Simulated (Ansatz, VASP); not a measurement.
**AlRu: VASP beside Ansatz**

```
Ru Al
1.0
     0.00000    2.53593    2.53593
     2.53593    0.00000    2.53593
     2.53593    2.53593    0.00000
Ru Al
1 1
Cartesian
  0.0000 0.0000 0.0000
  2.5359 2.5359 2.5359
```

Alike in both runs: task relaxation of cell and atoms; functional PBE; k mesh 14 × 14 × 14; occupations fermi-dirac, width 0.1 eV; no spin polarisation.

|  | VASP | Ansatz |
| --- | --- | --- |
| version | VASP 6.6.1 | Ansatz 0.2.0 |
| potentials or method | VASP PAW PBE potentials, release 64 (Ru_pv, Al) | PAW with Ansatz's default frozen-core files, scalar-relativistic |
| plane-wave cutoff (eV) | 600 | 420 |
| valence electrons in the cell | 17 | 19 |

```csv
,VASP,Ansatz,Ansatz less VASP
relaxed volume (Å³/atom),15.49,15.49,+0.001
relaxed cell length with the largest relative difference (Å),3.525,3.525,+0.0001
```

VASP's potentials hold 17 valence electrons a cell and Ansatz's 19, so a difference there can come from the potentials and not from the codes.
